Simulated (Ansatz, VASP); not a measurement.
# One calculation of AlAs, two programs

POSCAR

```
AlAs
1.0
    0.0000000000      2.8389246376      2.8389246376
    2.8389246376      0.0000000000      2.8389246376
    2.8389246376      2.8389246376      0.0000000000
Al As
1 1
Direct
    0.0000000000      0.0000000000      0.0000000000
    0.2500000000      0.2500000000      0.2500000000
```

Contents of INCAR.step1:

```
PREC = Accurate
ENCUT = 400
EDIFF = 1E-5
ISMEAR = 0
SIGMA = 0.01
LREAL = False
LASPH = True
NELM = 120
ALGO = Normal
ISIF = 2
LWAVE = True
LCHARG = False
NBANDS = 11
GGA = PE
GGA_COMPAT = False
```

Contents of INCAR.step2:

```
PREC = Accurate
ENCUT = 400
EDIFF = 1E-6
ISMEAR = 0
SIGMA = 0.01
LREAL = False
LASPH = True
NELM = 120
ALGO = Normal
ISIF = 2
LWAVE = False
LCHARG = False
GGA = PE
LHFCALC = True
HFSCREEN = 0.2079
PRECFOCK = Normal
NBANDS = 11
ISTART = 1
GGA_COMPAT = False
```

Contents of KPOINTS:

```
regular mesh
0
Gamma
  4 4 4
```

Input for Ansatz:

```yaml
crystal:
  lattice:
    - [0.0, 2.8389246376, 2.8389246376]
    - [2.8389246376, 0.0, 2.8389246376]
    - [2.8389246376, 2.8389246376, 0.0]
  atoms:
    - { symbol: Al, position: [0.0, 0.0, 0.0] }
    - { symbol: As, position: [0.25, 0.25, 0.25] }
kpoints:
  mp_grid: { grid: [4, 4, 4] }
  band_path:
    path:
      - [0.0, 0.0, 0.0]
      - [-0.5, -0.5, 0.0]
      - [-0.375, -0.375, 0.25]
      - [-0.375, 0.0, 0.375]
      - [0.0, 0.0, 0.5]
      - [-0.5, -0.25, 0.25]
      - [0.0, 0.5, 0.5]
    npoints: 1
hamiltonian:
  xc: hse06
scf:
  occupations: { method: fixed }
  n_extra_bands: 4
output:
  forces: true
  stress: true
  eigenvalues: true
  write_density: true
  write_potential: true
  elf: true
  volumetric_format: npy
```

Alike in both runs: task single point; functional HSE06; k mesh 4 × 4 × 4; no spin polarisation.

|  | VASP | Ansatz |
| --- | --- | --- |
| version | VASP 6.6.1 | Ansatz 0.2.0 |
| potentials or method | VASP PAW PBE potentials, release 64 (Al, As) | plane waves, PAW |
| plane-wave cutoff (eV) | 400 | 420 |
| occupations | gaussian, width 0.01 eV | fixed |
| valence electrons in the cell | 8 | 18 |

|  | VASP | Ansatz | Ansatz less VASP |
| --- | --- | --- | --- |
| gap on the k mesh at the Fermi level (eV) | 2.11 | 2.10 | -0.010 |
| pressure (GPa) | 0.2 | 0.5 | +0.26 |

VASP's potentials hold 8 valence electrons a cell and Ansatz's 18, so a difference there can come from the potentials and not from the codes. Ansatz's warnings: stress exchange threshold loose, stress scf threshold loose.

The k mesh is coarse, so the values compare programs but aren't converged.
